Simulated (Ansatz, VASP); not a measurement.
AlGaN2: VASP beside Ansatz

```
Al Ga N
1.0
     3.13853    0.00000    0.00000
     0.00000    3.13853    0.00000
     0.00000    0.00000    4.59925
Al Ga N
1 1 2
Direct
  0.50000 0.50000 0.50000
  0.00000 0.00000 0.00000
  0.50000 0.00000 0.73963
  0.00000 0.50000 0.26037
```

Change from the starting cell: strain along c alone, the other axes held, atoms relaxed: +4.0 %.

Alike in both runs: functional r2SCAN; k mesh 8 × 8 × 6; occupations gaussian, width 0.02 eV; no spin polarisation.

Ansatz relaxed the structure, and its values are those at the end. VASP's run is a single point on that final structure, the one shown.

```csv
,VASP,Ansatz
version,VASP 6.6.1,Ansatz 0.2.0
potentials or method,"VASP PAW PBE potentials, release 64 (Al, Ga_d, N), cutoff 520 eV","scalar-relativistic, plane waves, PAW"
valence electrons in the cell,26,26
```

|  | VASP | Ansatz | Ansatz less VASP |
| --- | --- | --- | --- |
| gap on the k mesh at the Fermi level (eV) | 3.02 | 3.01 | -0.010 |
| least direct gap on the mesh (eV) | 3.02 | 3.01 | -0.010 |
| pressure (GPa) | -7.1 | -7.4 | -0.31 |
| rms of the force components (eV/Å) | 0.036 | 0.000 | -0.0355 |

VASP's potentials were made for PBE, not for r2SCAN. Ansatz's warnings: stress scf threshold loose.
